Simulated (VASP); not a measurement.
Write the native input for VASP 6.6.1 that does the following.

- Task: single point
- Functional: LDA
- Potentials or basis: VASP PAW PBE potentials, release 64 (Gd, O)
- Cutoff: 520 eV
- k mesh: 9 × 9 × 9
- Occupations: fermi-dirac, width 0.1 eV
- Spin: collinear spin, ferromagnetic start
- Starting moments: [7.0, 0.0] μB
- Dipole correction: no
- Further INCAR settings: ALGO = Normal; EDIFF = 1e-07; NBANDS = 23

The structure of GdO lies in POSCAR:

```
GdO
1.0
    0.0000000000      2.6266803585      2.6266803585
    2.6266803585      0.0000000000      2.6266803585
    2.6266803585      2.6266803585      0.0000000000
Gd O
1 1
Direct
    0.0000000000      0.0000000000      0.0000000000
    0.2500000000      0.2500000000      0.2500000000
```

These files were run (other wordings do the same):

INCAR

```
SYSTEM = GdO
PREC = Accurate
ENCUT = 520
EDIFF = 1E-7
ISMEAR = -1
SIGMA = 0.1
LREAL = .False.
LASPH = .True.
NELM = 150
ALGO = Normal
ISIF = 2
LWAVE = .False.
LCHARG = .True.
ISPIN = 2
MAGMOM = 7 0
LORBIT = 11
LMAXMIX = 6
GGA = CA
LELF = .True.
LVHAR = .True.
NBANDS = 23
```

KPOINTS

```
Automatic mesh
0
Gamma
  9 9 9
  0 0 0
```

Potentials or basis: VASP PAW PBE potentials, release 64 (Gd, O).

Command:

```bash
$ cat potpaw_PBE.64/Gd/POTCAR potpaw_PBE.64/O/POTCAR > POTCAR
$ mpirun -np 1 vasp_std > vasp.out
```

It gave:

The pressure is 0.5 GPa and the net moment is 6.82 μB per cell. The site moments are Gd +6.63; O -0.05 μB and the valence electrons inside the program's atomic spheres are Gd 15.30; O 4.99.

Caveat: the PAW data sets were made with another functional, which shifts forces and pressure a little; a cell with one magnetic atom can't hold antiferromagnetic order, which such compounds often take.

It took 55 s on 1 thread of Intel(R) Xeon(R) Platinum 8559C (Emerald Rapids), on a shared host, peak memory 0.19 GiB.
